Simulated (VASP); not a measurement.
**Os: single point with LDA**

The system is Os.

```xyz
2
Lattice="2.7175 0.0000 0.0000 -1.3588 2.3534 0.0000 0.0000 0.0000 4.2845" Properties=species:S:1:pos:R:3 pbc="T T T"
Os    0.0000    1.5690    1.0711
Os    1.3588    0.7845    3.2133
```

```
Program             : VASP 6.6.1
Task                : single point
Functional          : LDA
Potentials or basis : VASP PAW LDA potentials, release 64 (Os)
Cutoff              : 520 eV
k mesh              : 13 × 13 × 8
Occupations         : gaussian, width 0.1 eV
Spin                : no spin polarisation
```

```json
{
  "Pressure": "0.9 GPa",
  "Band gap on the k mesh": "zero (band 8 reaches 11.84 eV, above the bottom of band 9 at 7.90 eV)"
}
```

Stress tensor (GPa, compression positive):
```
1.38 0.00 0.00
0.00 1.38 0.00
0.00 0.00 0.01
```

Levels at points of the mesh, in eV from the Fermi level:
| k point | band 4 | band 5 | band 6 | band 7 | band 8 | band 9 | band 10 | band 11 | band 12 | band 13 |
| --- | --- | --- | --- | --- | --- | --- | --- | --- | --- | --- |
| (0.00, 0.00, 0.00) | -3.23 | -2.94 | -2.35 | -2.35 | -1.70 | -1.70 | 0.12 | 1.67 | 1.67 | 9.30 |
| (0.00, 0.00, 0.50) | -3.70 | -3.43 | -3.43 | -3.43 | -3.43 | 0.86 | 0.86 | 0.86 | 0.86 | 13.76 |

It took 29 s on 1 thread of Intel(R) Xeon(R) Platinum 8259CL CPU @ 2.50GHz (Skylake/Cascade Lake), on a shared host, peak memory 0.15 GiB.

Caveat: spin-orbit coupling is left out, which moves the levels of the heavy elements.
